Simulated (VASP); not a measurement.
Set up this calculation in VASP 6.6.1, as the native input.

- Task: single point
- Functional: r2SCAN
- Dispersion: rVV10
- Potentials or basis: VASP PAW PBE potentials, release 64 (Pb_d, O)
- Cutoff: 520 eV
- k mesh: 4 × 4 × 6
- Occupations: fermi-dirac, width 0.02 eV
- Spin: no spin polarisation
- Dipole correction: no
- Further INCAR settings: ALGO = Normal; EDIFF = 1e-06; NBANDS = 50

Crystal: PbO.

```xyz
8
Lattice="5.9309 0.0000 0.0000 0.0000 5.5012 0.0000 0.0000 0.0000 4.7082" Properties=species:S:1:pos:R:3 pbc="T T T"
Pb    1.3629   -0.0592    1.1771
Pb    4.5680    5.5604    3.5312
Pb    1.3629    2.8098    3.5312
Pb    4.5680    2.6915    1.1771
O     5.1414    0.5089    1.1771
O     0.7895    4.9923    3.5312
O     5.1414    2.2417    3.5312
O     0.7895    3.2595    1.1771
```

The input as run:

POSCAR

```
PbO
1.0
    5.9308856117      0.0000000000      0.0000000000
    0.0000000000      5.5012422457      0.0000000000
    0.0000000000      0.0000000000      4.7082397502
Pb O
4 4
Direct
    0.2297951334     -0.0107543641      0.2500000000
    0.7702048666      1.0107543641      0.7500000000
    0.2297951334      0.5107543641      0.7500000000
    0.7702048666      0.4892456359      0.2500000000
    0.8668887855      0.0925092814      0.2500000000
    0.1331112145      0.9074907186      0.7500000000
    0.8668887855      0.4074907186      0.7500000000
    0.1331112145      0.5925092814      0.2500000000
```

INCAR.step1

```
ALGO     = Normal         # electronic algorithm
EDIFF    = 1E-4           # SCF threshold, eV
ENCUT    = 520            # plane-wave cutoff, eV
GGA      = PE             # functional
ISMEAR   = -1             # smearing method
LASPH    = T              # aspherical terms in the spheres
LCHARG   = F              # write CHGCAR
LREAL    = F              # projectors in reciprocal space
LWAVE    = T              # write WAVECAR
NBANDS   = 50             # bands
NELM     = 60             # most SCF steps
PREC     = Accurate       # precision mode
SIGMA    = 0.02           # smearing width, eV
```

INCAR.step2

```
ALGO     = Normal         # electronic algorithm
BPARAM   = 11.95        
CPARAM   = 0.0093       
EDIFF    = 1E-6           # SCF threshold, eV
ENCUT    = 520            # plane-wave cutoff, eV
ISIF     = 2              # what is computed and relaxed
ISMEAR   = -1             # smearing method
ISTART   = 1            
IVDW_NL  = 2            
LASPH    = T              # aspherical terms in the spheres
LCHARG   = T              # write CHGCAR
LELF     = T              # ELF
LMIXTAU  = T            
LREAL    = F              # projectors in reciprocal space
LUSE_VDW = T            
LVHAR    = T            
LWAVE    = F              # write WAVECAR
METAGGA  = R2SCAN         # meta-GGA
NBANDS   = 50             # bands
NELM     = 60             # most SCF steps
PREC     = Accurate       # precision mode
SIGMA    = 0.02           # smearing width, eV
```

KPOINTS

```
k-points
0
Gamma
  4 4 6
```

Potentials or basis: VASP PAW PBE potentials, release 64 (Pb_d, O).

Launch:

```sh
$ cat potpaw_PBE.64/Pb_d/POTCAR potpaw_PBE.64/O/POTCAR > POTCAR
$ cp INCAR.step1 INCAR
$ mpirun -np 1 vasp_std > vasp.out
$ cp INCAR.step2 INCAR
$ mpirun -np 1 vasp_std > vasp.out
```

Results of the run:

- Pressure: 0.6 GPa
- Largest force: 0.124 eV/Å
- Band gap on the k mesh: 2.47 eV (least direct gap 2.78 eV)

Caveat: the PAW data sets were made with another functional, which shifts forces and pressure a little; spin-orbit coupling is left out, which moves the levels of the heavy elements.

Wall time 7.2 min on 1 thread of Intel(R) Xeon(R) 6975P-C (Granite Rapids), with other jobs on the host, peak memory 0.66 GiB.
